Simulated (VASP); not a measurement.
# SiC (P1) in VASP: single point with PBEsol

Aim: the single point of SiC with PBEsol.

Everything below comes from runs of VASP 6.6.1. Logs are shortened: lines on timing, memory, paths and dates and some standing lists are left out, and cuts for length are marked.

### Step 1. The cell of the first run

The typed cell holds 16 atoms: a = 6.157 Å, b = 5.332 Å, c = 5.044 Å, α = 90.00°, β = 90.00°, γ = 90.00°.

### Step 2. Single point, PBEsol, collinear spin

The input, INCAR:

```
ALGO = Normal ; EDIFF = 1E-6
ENCUT = 600 ; GGA = PS
GGA_COMPAT = F ; ISIF = 2
ISMEAR = -1 ; ISPIN = 2
LASPH = T ; LCHARG = F
LORBIT = 11 ; LREAL = F
LWAVE = F ; MAGMOM = 0.5 0.5 0.5 0.5 0.5 0.5 0.5 0.5 0.5 0.5 0.5 0.5 0.5 0.5 0.5 0.5
NBANDS = 50 ; NELM = 200
PREC = Accurate ; SIGMA = 0.05
```

The input, KPOINTS:

```
Automatic mesh
0
Gamma
  2 2 2
  0.5 0.5 0.5
```

The input, POSCAR:

```
SiC
1.0
    6.1565700000      0.0000000000      0.0000000000
    0.0000000000      5.3317460000      0.0000000000
    0.0000000000      0.0000000000      5.0437270000
Si C
8 8
Direct
    0.2576220000      0.1628410000      0.4947380000
    0.0019380000      0.6664550000      0.5055940000
    0.7542220000      0.1676410000      0.5002580000
    0.4914750000      0.6654080000      0.5053500000
    0.0049460000      0.3197080000      0.9907500000
    0.4927630000      0.3410800000      0.0012740000
    0.2481460000      0.8206530000      0.0039020000
    0.7501370000      0.8234490000      0.9994930000
    0.9997940000      0.3289360000      0.3878780000
    0.5041950000      0.3335030000      0.3734770000
    0.2490250000      0.8544260000      0.3897580000
    0.7411210000      0.8454560000      0.3920020000
    0.2462980000      0.1592650000      0.8833550000
    0.0052700000      0.6679670000      0.8747750000
    0.7463550000      0.1700140000      0.8868990000
    0.4974710000      0.6589800000      0.8745400000
```

Potentials or basis: VASP PAW PBE potentials, release 64 (Si, C).

Launch:

```sh
cat potpaw_PBE.64/Si/POTCAR potpaw_PBE.64/C/POTCAR > POTCAR
mpirun -np 1 vasp_std > vasp.out
```

OUTCAR:

```text
EDIFF = 1E-6
   ENCUT = 600
   GGA = PS
   ISIF = 2
   ISMEAR = -1
   ISPIN = 2
   LASPH = T
   LORBIT = 11
   LREAL = F
   NELM = 200
   PREC = Accurate

 ion  position               nearest neighbor table
   1  0.258  0.163  0.495-  11 1.73  10 1.87   9 1.90  13 1.96   4 3.02   6 3.03   4 3.04   3 3.06
                             5 3.06   7 3.08   2 3.08   6 3.09   5 3.10   3 3.10   2 3.11
   2  0.002  0.666  0.506-  14 1.86   9 1.90  11 1.91  12 1.95   4 3.01   7 3.05   8 3.05   7 3.06
                             3 3.07   5 3.07   3 3.08   1 3.08   8 3.10   1 3.11   4 3.14
   3  0.754  0.168  0.500-  12 1.80   9 1.83  10 1.89  15 1.95   5 3.03   1 3.06   2 3.07   2 3.08
                             1 3.10   5 3.11   4 3.11   8 3.12   8 3.12   6 3.13   4 3.13   6 3.14
   4  0.491  0.665  0.505-  16 1.86  10 1.89  11 1.89  12 1.90   2 3.01   1 3.02   6 3.04   7 3.04
                             1 3.04   7 3.05   6 3.07   8 3.08   3 3.11   8 3.12   3 3.13   2 3.14
   5  0.005  0.320  0.991-  13 1.80  15 1.86  14 1.95   9 2.00   6 3.01   3 3.03   7 3.05   1 3.06
                             7 3.06   2 3.07   8 3.08   1 3.10   3 3.11   8 3.11
   6  0.493  0.341  0.001-  16 1.81  10 1.88  13 1.90  15 1.90   7 2.97   5 3.01   8 3.02   1 3.03
                             4 3.04   4 3.07   1 3.09   3 3.13   3 3.14
   7  0.248  0.821  0.004-  14 1.82  16 1.88  13 1.91  11 1.95   6 2.97   4 3.04   2 3.05   4 3.05
                             5 3.05   2 3.06   5 3.06   8 3.07   1 3.08   8 3.09
   8  0.750  0.823  0.999-  14 1.88  16 1.89  15 1.93  12 1.98   6 3.02   2 3.05   7 3.07   4 3.08
                             5 3.08   7 3.09   2 3.10   5 3.11   3 3.12   3 3.12   4 3.12
   9  1.000  0.329  0.388-   3 1.83   2 1.90   1 1.90   5 2.00
  10  0.504  0.334  0.373-   1 1.87   6 1.88   3 1.89   4 1.89
  11  0.249  0.854  0.390-   1 1.73   4 1.89   2 1.91   7 1.95
  12  0.741  0.845  0.392-   3 1.80   4 1.90   2 1.95   8 1.98
  13  0.246  0.159  0.883-   5 1.80   6 1.90   7 1.91   1 1.96
  14  0.005  0.668  0.875-   7 1.82   2 1.86   8 1.88   5 1.95
  15  0.746  0.170  0.887-   5 1.86   6 1.90   8 1.93   3 1.95
  16  0.497  0.659  0.875-   6 1.81   4 1.86   7 1.88   8 1.89

  LATTYP: Found a simple orthorhombic cell.
 ALAT       =     5.0437270000
 B/A-ratio  =     1.0571043992
 C/A-ratio  =     1.2206390235

  Lattice vectors:

 A1 = (   0.0000000000,   0.0000000000,  -5.0437270000)
 A2 = (   0.0000000000,   5.3317460000,   0.0000000000)
 A3 = (   6.1565700000,   0.0000000000,   0.0000000000)

Analysis of symmetry for initial positions (statically):
=====================================================================
 Subroutine PRICEL returns:
 Original cell was already a primitive cell.

 Routine SETGRP: Setting up the symmetry group for a
 simple orthorhombic supercell.

 Subroutine GETGRP returns: Found  1 space group operations
 (whereof  1 operations were pure point group operations)
 out of a pool of  8 trial point group operations.

The static configuration has the point symmetry C_1 .

Analysis of symmetry for dynamics (positions and initial velocities):
=====================================================================
 Subroutine PRICEL returns:
 Original cell was already a primitive cell.

 Routine SETGRP: Setting up the symmetry group for a
 simple orthorhombic supercell.

 Subroutine GETGRP returns: Found  1 space group operations
 (whereof  1 operations were pure point group operations)
 out of a pool of  8 trial point group operations.

The dynamic configuration has the point symmetry C_1 .

Analysis of structural, dynamic, and magnetic symmetry:
=====================================================================
 Subroutine PRICEL returns:
 Original cell was already a primitive cell.

 Routine SETGRP: Setting up the symmetry group for a
 simple orthorhombic supercell.

 Subroutine GETGRP returns: Found  1 space group operations
 (whereof  1 operations were pure point group operations)
 out of a pool of  8 trial point group operations.

The overall configuration has the point symmetry C_1 .

 Subroutine INISYM returns: Found  1 space group operations
 (whereof  1 operations are pure point group operations),
 and found     1 'primitive' translations

----------------------------------------------------------------------------------------

                                     Primitive cell
[... 88 lines left out ...]
 SYSTEM =  unknown system
   PREC   = accura    normal or accurate (medium, high low for compatibility)
   ISTART =      0    job   : 0-new  1-cont  2-samecut
   ICHARG =      2    charge: 1-file 2-atom 10-const
   ISPIN  =      2    spin polarized calculation?
   LNONCOLLINEAR =      F non collinear calculations
   LSORBIT =      F    spin-orbit coupling
   LASPH  =      T    aspherical Exc in radial PAW
   ENCUT  =  600.0 eV  44.10 Ry    6.64 a.u.  12.30 10.65 10.07*2*pi/ulx,y,z
   NELM   =    200;   NELMIN=  2; NELMDL= -5     # of ELM steps
   EDIFF  = 0.1E-05   stopping-criterion for ELM
   LREAL  =      F    real-space projection
   EDIFFG = 0.1E-04   stopping-criterion for IOM
   NSW    =      0    number of steps for IOM
   IBRION =     -1    ionic relax: 0-MD 1-quasi-New 2-CG
   NFREE  =      0    steps in history (QN), initial steepest desc. (CG)
   ISIF   =      2    stress and relaxation
   ISYM   =      2    0-nonsym 1-usesym 2-fastsym
   POTIM  = 0.5000    time-step for ionic-motion
   TEBEG  =    0.0;   TEEND  =   0.0 temperature during run
   PSTRESS=    0.0 pullay stress
   NELECT =      64.0000    total number of electrons
   NUPDOWN=      -1.0000    fix difference up-down
   EMIN   =  10.00;   EMAX   =-10.00  energy-range for DOS
   EFERMI =   0.00;   METHOD = LEGACY
   ISMEAR =    -1;   SIGMA  =   0.05  broadening in eV -4-tet -1-fermi 0-gaus
   EFERMI_NEDOS =   21; number of points for ismear=-14 and -15
   IALGO  =     38    algorithm
   IMIX   =      4    mixing-type and parameters
     AMIX     =   0.40;   BMIX     =  1.00
     AMIX_MAG =   1.60;   BMIX_MAG =  1.00
  volume/ion in A,a.u.               =      10.35        69.83
  Fermi-wavevector in a.u.,A,eV,Ry     =   1.192564  2.253618 19.350313  1.422208
  Thomas-Fermi vector in A             =   2.328599
   LORBIT       =     11    0 simple, 1 ext, 2 COOP (PROOUT), +10 PAW based schemes
   GGA     = PS    functional components
   LHFCALC =     F    Hartree Fock is set to
   AEXX    =    0.0000 exact exchange contribution
   IVDW    =     0    specifies the selected vdW correction
   LEPSILON=     F    determine dielectric tensor
   LRPA    =     F    only Hartree local field effects (RPA)
 spin polarized calculation
  energy-cutoff  :      600.00
  volume of cell :      165.56
 maximum number of plane-waves:      5525
 NGX is ok and might be reduce to    50
   NGX = 25   NGY = 21   NGZ = 21

 number of electron      64.0000001 magnetization      -0.0017645

 number of electron      64.0000001 magnetization       0.0003706

 Free energy of the ion-electron system (eV)
  ---------------------------------------------------
  ext. energy  EPLUGINS =         0.00000000
  ---------------------------------------------------
  free energy    TOTEN  =      -126.52933760 eV

  energy without entropy =     -126.52933760  energy(sigma->0) =     -126.52933760

 E-fermi :   8.7022     XC(G=0): -11.4978

 val. band max:        7.5131041886   @ k =   0.2500   0.2500   0.2500
 cond. band min:      11.5687705605   @ k =   0.2500   0.2500   0.2500
 fundamental gap:      4.0556663719
 Fermi energy:         8.7021935327

 spin component 1

 k-point     1 :       0.2500    0.2500    0.2500
  band No.  band energies     occupation
      1      -6.6546      1.00000
      2      -5.1243      1.00000
      3      -4.6993      1.00000
      4      -4.4003      1.00000
      5      -3.5602      1.00000
      6      -3.0911      1.00000
[... 177 lines left out ...]
     43      14.5479      0.00000
     44      15.0961      0.00000
 Fermi energy:         8.7021935327

 spin component 2

 k-point     1 :       0.2500    0.2500    0.2500
  band No.  band energies     occupation
      1      -6.6546      1.00000
      2      -5.1243      1.00000
      3      -4.6993      1.00000
      4      -4.4002      1.00000
      5      -3.5602      1.00000
      6      -3.0911      1.00000
[... 177 lines left out ...]
     43      14.5479      0.00000
     44      15.0961      0.00000
 [bands above 44 left out]

------------------------ aborting loop because EDIFF is reached ----------------------------------------

  FORCE on cell =-STRESS in cart. coord.  units (eV):
  Direction    XX          YY          ZZ          XY          YZ          ZX
  --------------------------------------------------------------------------------------
  -------------------------------------------------------------------------------------
  Total        0.4572767      5.0982638     -1.3566930      0.6163125      1.5465230     -0.1442946
  in kB        4.4251687     49.3370344    -13.1290200      5.9641933     14.9660480     -1.3963706
  external PRESSURE =      13.5443944 kB  Pullay stress =       0.0000000 kB

 VOLUME and BASIS-vectors are now :
 -----------------------------------------------------------------------------
  energy-cutoff  :      600.00
  volume of cell :      165.56
      direct lattice vectors                 reciprocal lattice vectors
     6.156570000  0.000000000  0.000000000     0.162428105  0.000000000  0.000000000
     0.000000000  5.331746000  0.000000000     0.000000000  0.187555821  0.000000000
     0.000000000  0.000000000  5.043727000     0.000000000  0.000000000  0.198266084

 POSITION                                       TOTAL-FORCE (eV/Angst)
 -----------------------------------------------------------------------------------
      1.58607      0.86823      2.49532        -0.639037      2.654116      1.714345
      0.01193      3.55337      2.55008        -0.642073      0.479201     -0.554299
      4.64342      0.89382      2.52316        -0.711062      0.692949      1.115570
      3.02580      3.54779      2.54885         0.715243      0.349941     -0.463113
      0.03045      1.70460      4.99707        -1.214244      1.322695      1.533466
      3.03373      1.81855      0.00643         0.637497     -1.919852      0.237049
[... 8 lines left out ...]
      4.59499      0.90647      4.47328        -0.175299     -0.753626     -0.990554
      3.06272      3.51351      4.41094        -0.045276      0.888530      0.461782
 -----------------------------------------------------------------------------------
    total drift:                                0.000206      0.000255     -0.000290

  FREE ENERGIE OF THE ION-ELECTRON SYSTEM (eV)
  ---------------------------------------------------
  free  energy   TOTEN  =      -126.5293375974 eV

  energy  without entropy=     -126.5293375973  energy(sigma->0) =     -126.52933760

 total charge

# of ion       s       p       d       tot
------------------------------------------
    1        0.718   1.003   0.000   1.722
    2        0.709   0.947   0.000   1.656
    3        0.714   0.992   0.000   1.706
    4        0.710   0.967   0.000   1.677
    5        0.714   0.960   0.000   1.674
    6        0.713   0.986   0.000   1.699
[... 8 lines left out ...]
   15        0.830   1.672   0.000   2.503
   16        0.839   1.733   0.000   2.572
--------------------------------------------------
tot         12.385  21.349   0.000  33.734

 magnetization (x)

# of ion       s       p       d       tot
------------------------------------------
    1       -0.000   0.000   0.000   0.000
    2        0.000   0.000   0.000   0.000
    3        0.000   0.000   0.000   0.000
    4       -0.000   0.000   0.000   0.000
    5        0.000   0.000   0.000   0.000
    6       -0.000   0.000   0.000   0.000
[... 8 lines left out ...]
   15       -0.000  -0.000   0.000  -0.000
   16       -0.000  -0.000   0.000  -0.000
--------------------------------------------------
tot         -0.000  -0.000   0.000  -0.000
```

It took 3.4 min on 1 thread of Intel Xeon Platinum 8259CL at 2.50GHz (Skylake/Cascade Lake), shared host; peak memory 0.37 GiB.

Results:

* Free energy: -126.5293 eV
* Pressure: 1.4 GPa
* Largest force: 4.669 eV/Å
* Band gap on the k mesh: 4.06 eV
* Net moment: 0.00 μB per cell
* Valence electrons inside the program's atomic spheres: Si 1.72, 1.66, 1.71, 1.68, 1.67, 1.70, 1.64 (each value once); C 2.51, 2.54, 2.57, 2.55, 2.50 (each value once)

Forces on the atoms (eV/Å):
```
Si  -0.639  2.654  1.714
Si  -0.642  0.479 -0.554
Si  -0.711  0.693  1.116
Si   0.715  0.350 -0.463
Si  -1.214  1.323  1.533
Si   0.637 -1.920  0.237
Si   0.581  1.591  0.601
Si  -0.215  1.217  0.795
C    1.021  0.908 -1.387
C   -0.481  0.695  0.416
C   -0.192 -4.282 -1.850
C    0.780 -2.282 -1.366
C    1.359 -0.334 -1.008
C   -0.779 -1.227  0.745
C   -0.175 -0.754 -0.991
C   -0.045  0.889  0.462
```

Stress tensor (GPa, compression positive):
```
 0.44  0.60 -0.14
 0.60  4.93  1.50
-0.14  1.50 -1.31
```

Caveat: the k points lie up to 0.62 Å⁻¹ apart; the PAW data sets were made with another functional, which shifts forces and pressure a little; a shifted mesh leaves out Γ, where band edges can lie.
